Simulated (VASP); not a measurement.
Set up this calculation in VASP 6.6.1, as the native input.

```
Task                   : relaxation of cell and atoms
Functional             : PBE
Potentials or basis    : VASP PAW PBE potentials, release 64 (Ir)
Cutoff                 : 600 eV
k mesh                 : 16 × 16 × 16
Occupations            : fermi-dirac, width 0.08 eV
Spin                   : no spin polarisation
Target pressure        : 140 GPa
Dipole correction      : no
Further INCAR settings : ALGO = Normal; EDIFF = 1e-07; IBRION = 2; EDIFFG = -0.005; NSW = 32; ISIF = 3
```

The structure of Ir lies in POSCAR:

```
Ir
1.0
    2.3387031273      0.0000000000      0.0000000000
    0.0000000000      2.3387031273      0.0000000000
    0.0000000000      0.0000000000      2.3387031273
Ir
1
Direct
    0.0000000000      0.0000000000      0.0000000000
```

The input as run:

INCAR

```
PREC     = Accurate       # precision mode
ENCUT    = 600            # plane-wave cutoff, eV
EDIFF    = 1E-7           # SCF threshold, eV
ISMEAR   = -1             # smearing method
SIGMA    = 0.08           # smearing width, eV
LREAL    = F              # projectors in reciprocal space
LASPH    = T              # aspherical terms in the spheres
NELM     = 100            # most SCF steps
ALGO     = Normal         # electronic algorithm
ISIF     = 3              # what is computed and relaxed
LWAVE    = F              # write WAVECAR
LCHARG   = F              # write CHGCAR
GGA      = PE             # functional
IBRION   = 2              # ionic algorithm
NSW      = 32             # ionic steps
EDIFFG   = -0.005         # ionic threshold
PSTRESS  = 1400.0
```

KPOINTS

```
regular mesh
0
Gamma
  16 16 16
```

Potentials or basis: VASP PAW PBE potentials, release 64 (Ir).

The run is started by

```console
$ cat potpaw_PBE.64/Ir/POTCAR > POTCAR
$ mpirun -np 1 vasp_std > vasp.out
```

Results of the run:

```
Relaxed volume                                         : 12.80 Å³/atom
Relaxed cell                                           : a = 2.339 Å, b = 2.339 Å, c = 2.339 Å, α = 90.00°, β = 90.00°, γ = 90.00°
Space group after relaxing (to 0.05 Å)                 : Pm-3m (No. 221)
Energy change on relaxing (the enthalpy is what falls) : -3.4 meV/atom
Ionic steps                                            : 3
Pressure after relaxing                                : 140.0 GPa
```

Caveat: the cell is relaxed towards a set pressure, so the enthalpy falls and the energy may rise.

Run time: 30 s on 1 thread of Intel Xeon 6975P-C, on a shared host, peak memory 0.14 GiB.
